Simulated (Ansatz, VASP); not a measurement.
# One calculation of Pb, two programs

```xyz
1
Lattice="0.0000 2.4795 2.4795 2.4795 0.0000 2.4795 2.4795 2.4795 0.0000" Properties=species:S:1:pos:R:3 pbc="T T T"
Pb    0.0000    0.0000    0.0000
```

Alike in both runs: functional PBE; dispersion D3(BJ); k mesh 14 × 14 × 14; occupations gaussian, width 0.1 eV; no spin polarisation.

Ansatz relaxed the structure, and its values are those at the end. VASP's run is a single point on that final structure, the one shown.

```csv
,VASP,Ansatz
version,VASP 6.6.1,Ansatz 0.2.0
potentials or method,"VASP PAW PBE potentials, release 64 (Pb_d), cutoff 500 eV","scalar-relativistic, plane waves, PAW"
valence electrons in the cell,14,14
```

|  | VASP | Ansatz | Ansatz less VASP |
| --- | --- | --- | --- |
| gap on the k mesh at the Fermi level (eV) | none | none | - |
| pressure (GPa) | -0.1 | 0.0 | +0.05 |

A gap of «none» marks a metal or a gap that the smearing closes. Ansatz's warnings: relaxed geometry near dispersion switch.

Neither program's run includes spin-orbit coupling.
